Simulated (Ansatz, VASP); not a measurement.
# C in VASP and in Ansatz

```xyz
2
Lattice="0.0000 2.1411 3.3702 1.2361 0.0000 3.3702 1.2361 2.1411 0.0000" Properties=species:S:1:pos:R:3 pbc="T T T"
C     1.2361    0.7137    3.3702
C     1.2361    3.5685    3.3702
```

Change from the starting cell: volume scaled by 1.02, crystal datasets.

Alike in both runs: task electric field gradients; functional PBEsol; k mesh 18 × 18 × 18; occupations fermi-dirac, width 0.05 eV; no spin polarisation.

|  | VASP | Ansatz |
| --- | --- | --- |
| version | VASP 6.6.1 | Ansatz 0.2.0 |
| potentials or method | VASP PAW PBE potentials, release 64 (C), cutoff 520 eV | all-electron PAW with datasets made for the crystal, scalar-relativistic |

```tsv
	VASP	Ansatz	Ansatz less VASP
pressure (GPa)	-3.4	-4.1	-0.70
traceless stress, the component that is largest in VASP (GPa)	4.90	5.68	+0.780
size of Vzz on the site where it differs most (V/Å²)	30.8	25.5	-5.20
```

VASP's potentials were made for PBE, not for PBEsol. Ansatz ran all-electron here, and VASP with PAW potentials.
